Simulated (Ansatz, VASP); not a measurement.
**One calculation of As, two programs**

```
CELL_PARAMETERS angstrom
1.87999 1.08541 3.32765
-1.87999 1.08541 3.32765
0.00000 -2.17082 3.32765
ATOMIC_POSITIONS crystal
As 0.76951 0.76951 0.76951
As 0.23049 0.23049 0.23049
```

Alike in both runs: task single point; functional LDA; k mesh 10 × 10 × 10; no spin polarisation.

|  | VASP | Ansatz |
| --- | --- | --- |
| version | VASP 6.6.1 | Ansatz 0.2.0 |
| potentials or method | VASP PAW LDA potentials, release 64 (As), cutoff 500 eV | plane waves (420 eV) with PAW, scalar-relativistic |
| occupations | methfessel-paxton of order 1, width 0.3 eV | cold, width 0.3 eV |
| valence electrons in the cell | 10 | 30 |

|  | VASP | Ansatz | Ansatz less VASP |
| --- | --- | --- | --- |
| pressure (GPa) | 0.5 | 0.0 | -0.50 |
| traceless stress, the component that is largest in VASP (GPa) | -0.20 | 0.05 | +0.257 |

Ansatz warns that its potentials were made for another functional, while VASP's fit it. LDA's correlation is that of Perdew and Zunger in VASP and of Perdew and Wang (1992) in Ansatz. VASP's potentials hold 10 valence electrons a cell and Ansatz's 30, so a difference there can come from the potentials and not from the codes.
